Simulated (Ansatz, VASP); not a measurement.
As in VASP and in Ansatz

Contents of INCAR:

```
SYSTEM = As
PREC = Accurate ; ENCUT = 520
EDIFF = 1E-6 ; ISMEAR = -1
SIGMA = 0.05 ; LREAL = .False.
LASPH = .True. ; NELM = 100
ALGO = Normal ; ISIF = 2
LWAVE = .False. ; LCHARG = .False.
GGA = PE ; NBANDS = 8
```

KPOINTS

```
Automatic mesh
0
Gamma
  16 16 16
  0 0 0
```

The input POSCAR:

```
As
1.0
   -1.7061432614      1.7061432614      1.7061432614
    1.7061432614     -1.7061432614      1.7061432614
    1.7061432614      1.7061432614     -1.7061432614
As
1
Direct
    0.0000000000      0.0000000000      0.0000000000
```

Input for Ansatz:

```yaml
crystal:
  lattice:
    - [-1.7061432614, 1.7061432614, 1.7061432614]
    - [1.7061432614, -1.7061432614, 1.7061432614]
    - [1.7061432614, 1.7061432614, -1.7061432614]
  atoms:
    - { symbol: As, position: [0.0, 0.0, 0.0] }
kpoints:
  mp_grid: { grid: [16, 16, 16] }
scf:
  occupations: { method: fermi_dirac, width: 0.05 }
hamiltonian:
  xc: pbe
  pseudopotentials: { kind: all_electron, lapw: { basis_error: 0.00025 } }
output:
  forces: true
  stress: true
  eigenvalues: true
```

Change from the starting cell: volume scaled by 1.04.

Alike in both runs: task single point; functional PBE; k mesh 16 × 16 × 16; occupations fermi-dirac, width 0.05 eV; no spin polarisation.

|  | VASP | Ansatz |
| --- | --- | --- |
| version | VASP 6.6.1 | Ansatz 0.2.0 |
| potentials or method | VASP PAW PBE potentials, release 64 (As), cutoff 520 eV | all-electron LAPW, scalar-relativistic |

|  | VASP | Ansatz | Ansatz less VASP |
| --- | --- | --- | --- |
| pressure (GPa) | -2.9 | -2.9 | -0.03 |

Ansatz ran all-electron here, and VASP with PAW potentials.
